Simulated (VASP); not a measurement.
Runs of VASP 6.6.1 on Re. The structure is that of space group P6_3/mmc (No. 194), or close to it. The cells are those of the table. 

| cell | k mesh | gap on the mesh (eV) | pressure (GPa) |
| --- | --- | --- | --- |
| a = 2.840, b = 2.840, c = 4.327 Å, angles 90.0, 90.0, 120.0°, 2 atoms | 18 × 18 × 10 | none | -3.1 |
| a = 2.765, b = 2.765, c = 4.474 Å, angles 90.0, 90.0, 120.0°, 2 atoms | 6 × 6 × 4 | none | 3.3 |
| a = 2.644, b = 2.644, c = 4.546 Å, angles 90.0, 90.0, 120.0°, 2 atoms | 18 × 18 × 10 | none | 38.1 |
| a = 2.765, b = 2.765, c = 4.474 Å, angles 90.0, 90.0, 120.0°, 2 atoms | 15 × 15 × 8 | none | 3.3 |
| a = 2.760, b = 2.760, c = 4.867 Å, angles 90.0, 90.0, 120.0°, 2 atoms | 18 × 18 × 10 | none | (a) |

Alike in all rows: task single point; level PBE; potentials or basis VASP PAW PBE potentials, release 64 (Re); no spin polarisation; cutoff (eV) 520; smearing gaussian 0.1 eV.

Task: Fill in the values left out.

Result: (a) -20.4.

Caveats: some runs use coarse meshes; spin-orbit coupling is left out, which moves the levels of the heavy elements.

A k mesh can miss the band edges, and the runs leave out spin-orbit coupling on Re.

A gap of «none» marks levels without a gap at the run's occupations.
